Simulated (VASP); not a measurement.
Set up this calculation in VASP 6.6.1, as the native input.

| Item | Value |
| --- | --- |
| Task | single point |
| Functional | LDA |
| Potentials or basis | VASP PAW LDA potentials, release 64 (Si) |
| Cutoff | 520 eV |
| k mesh | 6 × 6 × 5 |
| Occupations | fermi-dirac, width 0.05 eV |
| Spin | no spin polarisation |
| Dipole correction | no |
| Further INCAR settings | ALGO = Normal; EDIFF = 1e-07; NBANDS = 26 |

The structure of Si lies in POSCAR:

```
Si
1.0
    4.5094063750     -2.4357958192      0.0000000000
    4.5094063750      2.4357958192      0.0000000000
    0.0000000000      0.0000000000      5.3741272633
Si
8
Direct
    0.7730556465      0.7730556465      0.0000000000
    0.2730556465      0.2730556465      0.5000000000
    0.2269443535      0.2269443535      0.0000000000
    0.7269443535      0.7269443535      0.5000000000
    0.0000083346      0.9999916654      0.7283626588
    0.9999916654      0.0000083346      0.2716373412
    0.4999916654      0.5000083346      0.2283626588
    0.5000083346      0.4999916654      0.7716373412
```

The input as run:

INCAR

```
ALGO = Normal ; EDIFF = 1E-7
ENCUT = 520 ; GGA = CA
ISIF = 2 ; ISMEAR = -1
LASPH = True ; LCHARG = False
LREAL = False ; LWAVE = False
NBANDS = 26 ; NELM = 100
PREC = Accurate ; SIGMA = 0.05
```

KPOINTS

```
k-points
0
Gamma
  6 6 5
```

Potentials or basis: VASP PAW LDA potentials, release 64 (Si).

Launch:

```console
$ cat potpaw_LDA.64/Si/POTCAR > POTCAR
$ mpirun -np 1 vasp_std > vasp.out
```

It gave:

```yaml
Pressure: 0.1 GPa
Band_gap_on_the_k_mesh: zero (bands 16 and 17 overlap by 3.22 eV)
```

Run time: 100 s on 1 thread of Intel(R) Xeon(R) Platinum 8488C (Sapphire Rapids), on a shared host, peak memory 0.23 GiB.
